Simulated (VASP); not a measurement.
Set up this calculation in VASP 6.6.1, as the native input.

```yaml
Task: single point
Functional: PBEsol
Potentials_or_basis: VASP PAW PBE potentials, release 64 (Na_pv, F)
Cutoff: 520 eV
k_mesh: 8 × 8 × 8
Occupations: gaussian, width 0.01 eV
Spin: no spin polarisation
Dipole_correction: no
Further_INCAR_settings: ALGO = Normal; EDIFF = 1e-06; NBANDS = 14
```

The structure of NaF (Villiaumite) lies in POSCAR:

```
NaF
1.0
    0.0000000000      2.2857012227      2.2857012227
    2.2857012227      0.0000000000      2.2857012227
    2.2857012227      2.2857012227      0.0000000000
Na F
1 1
Direct
    0.0000000000      0.0000000000      0.0000000000
    0.5000000000      0.5000000000      0.5000000000
```

One way to write it, as run:

INCAR

```
SYSTEM = NaF
PREC = Accurate
ENCUT = 520
EDIFF = 1E-6
ISMEAR = 0
SIGMA = 0.01
LREAL = .False.
LASPH = .True.
NELM = 60
ALGO = Normal
ISIF = 2
LWAVE = .False.
LCHARG = .True.
GGA = PS
LELF = .True.
LVHAR = .True.
NBANDS = 14
```

KPOINTS

```
regular mesh
0
Gamma
  8 8 8
  0 0 0
```

Potentials or basis: VASP PAW PBE potentials, release 64 (Na_pv, F).

Launch:

```console
$ cat potpaw_PBE.64/Na_pv/POTCAR potpaw_PBE.64/F/POTCAR > POTCAR
$ mpirun -np 1 vasp_std > vasp.out
```

It gave:

The pressure is 2.0 GPa and the band gap on the k mesh is 6.38 eV, direct.

Caveat: the PAW data sets were made with another functional, which shifts forces and pressure a little.

Wall time 6.3 s on 1 thread of Intel(R) Xeon(R) Platinum 8375C CPU @ 2.90GHz (Ice Lake), with other jobs on the host, peak memory 0.13 GiB.
